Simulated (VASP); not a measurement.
Here is a VASP 6.6.1 calculation.

The input INCAR:

```
SYSTEM = SiC
PREC = Accurate
ENCUT = 520
EDIFF = 1E-6
ISMEAR = 0
SIGMA = 0.05
LREAL = .FALSE.
LASPH = .TRUE.
NELM = 100
ALGO = Normal
ISIF = 2
LWAVE = .FALSE.
LCHARG = .TRUE.
GGA = PE
LELF = .TRUE.
LVHAR = .TRUE.
NBANDS = 16
```

KPOINTS

```
Automatic mesh
0
G
  18 18 8
  0 0 0
```

File POSCAR:

```
SiC
1.0
    3.0760000000      0.0000000000      0.0000000000
   -1.5380000000      2.6638941400      0.0000000000
    0.0000000000      0.0000000000      5.0480000000
Si C
2 2
Direct
    0.3333333300      0.6666666700      0.0000000000
    0.6666666700      0.3333333300      0.5000000000
    0.3333333300      0.6666666700      0.3850000000
    0.6666666700      0.3333333300      0.8850000000
```

Potentials or basis: VASP PAW PBE potentials, release 64 (Si, C).

Command:

```console
$ cat potpaw_PBE.64/Si/POTCAR potpaw_PBE.64/C/POTCAR > POTCAR
$ mpirun -np 1 vasp_std > vasp.out
```

Estimate the largest force.

0.753 eV/Å.

Estimate the band gap on the k mesh.

2.32 eV, indirect (least direct gap 4.08 eV).

What does it give for the pressure?

3.6 GPa.

Forces in eV/Å, atoms in the order of the input:
```
Si   0.000  0.000  0.753
Si   0.000  0.000  0.753
C    0.000  0.000 -0.753
C    0.000  0.000 -0.753
```

A k mesh can miss the band edges. As with any semilocal functional, this PBE gap is likely too small.
